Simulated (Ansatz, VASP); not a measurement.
**Two plane-wave programs on B**

```
CELL_PARAMETERS angstrom
1.56622 0.00000 0.00000
0.00000 1.56622 0.00000
0.00000 0.00000 1.56622
ATOMIC_POSITIONS crystal
B 0.00000 0.00000 0.00000
```

Change from the starting cell: volume scaled by 0.58, PAW files.

Alike in both runs: task single point; functional PBEsol; k mesh 20 × 20 × 20; occupations fermi-dirac, width 0.05 eV; no spin polarisation.

```csv
,VASP,Ansatz
version,VASP 6.6.1,Ansatz 0.2.0
potentials or method,"VASP PAW PBE potentials, release 64 (B)","PAW with Ansatz's default frozen-core files, scalar-relativistic"
plane-wave cutoff (eV),500,420
valence electrons in the cell,3,3
```

```tsv
	VASP	Ansatz	Ansatz less VASP
pressure (GPa)	341.0	338.6	-2.37
```

VASP's potentials were made for PBE, not for PBEsol. Both programs put the cell under a high pressure, so it lies far from rest at this level. With one functional, cell and mesh, what is left measures potentials, basis and numerics.

Noted on VASP's run: the cell as given lies far from equilibrium.
